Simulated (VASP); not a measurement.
A run of VASP 6.6.1 is set up as follows.

The input INCAR:

```
SYSTEM = Au
ALGO     = Fast           ! electronic algorithm
EDIFF    = 1E-7           ! SCF threshold, eV
ENCUT    = 520            ! plane-wave cutoff, eV
GGA      = PS             ! functional
ISIF     = 2              ! what is computed and relaxed
ISMEAR   = 0              ! smearing method
LASPH    = .True.         ! aspherical terms in the spheres
LCHARG   = .False.        ! write CHGCAR
LREAL    = .False.        ! projectors in reciprocal space
LWAVE    = .False.        ! write WAVECAR
NBANDS   = 54             ! bands
NELM     = 100            ! most SCF steps
PREC     = Accurate       ! precision mode
SIGMA    = 0.15           ! smearing width, eV
```

File KPOINTS:

```
k-points
0
Gamma
  10 10 10
  0 0 0
```

Contents of POSCAR:

```
Au
1.0
   -4.0910000000     -4.0910000000      0.0000000000
   -4.0910000000      0.0000000000     -4.0910000000
    0.0000000000     -4.0910000000     -4.0910000000
Au
8
Direct
    0.5000000000      0.5000000000      0.5000000000
    0.0000000000      0.5000000000      0.5000000000
    0.5000000000      0.0000000000      0.5000000000
    0.0000000000      0.0000000000      0.5000000000
    0.5000000000      0.5000000000      0.0000000000
    0.0000000000      0.5000000000      0.0000000000
    0.5000000000      0.0000000000      0.0000000000
    0.0000000000      0.0000000000      0.0000000000
```

Potentials or basis: VASP PAW PBE potentials, release 64 (Au).

Run with:

```sh
$ cat potpaw_PBE.64/Au/POTCAR > POTCAR
$ mpirun -np 1 vasp_std > vasp.out
```

(1) What does it give for the pressure?

(2) Predict the band gap on the k mesh.

Results:

(1) -1.4 GPa.

(2) zero (bands 44 and 45 overlap by 2.01 eV).

Caveat: the PAW data sets were made with another functional, which shifts forces and pressure a little; spin-orbit coupling is left out, which moves the levels of the heavy elements.
